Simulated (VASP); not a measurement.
The system is GaP.

```
Ga P
1.0
     0.00000    2.72525    2.72525
     2.72525    0.00000    2.72525
     2.72525    2.72525    0.00000
Ga P
1 1
Direct
  0.00000 0.00000 0.00000
  0.75000 0.75000 0.75000
```

Base run:

```yaml
Program: VASP 6.6.1
Functional: revPBE
Potentials_or_basis: VASP PAW PBE potentials, release 64 (Ga_d, P)
Cutoff: 500 eV
k_mesh: 7 × 7 × 7
Occupations: gaussian, width 0.01 eV
Spin: no spin polarisation
```

Its results: band gap on the k mesh 1.66 eV (least direct gap 1.92 eV); pressure 3.9 GPa.

The run is repeated on the same cell with these changes: functional from revPBE to BLYP. What comes out?

Band gap on the k mesh 1.72 eV; pressure 6.5 GPa.

Caveats: the cell stands under pressure; the PAW data sets were made with another functional, which shifts forces and pressure a little; an odd mesh through Γ misses points on the zone boundary, where band edges can lie.
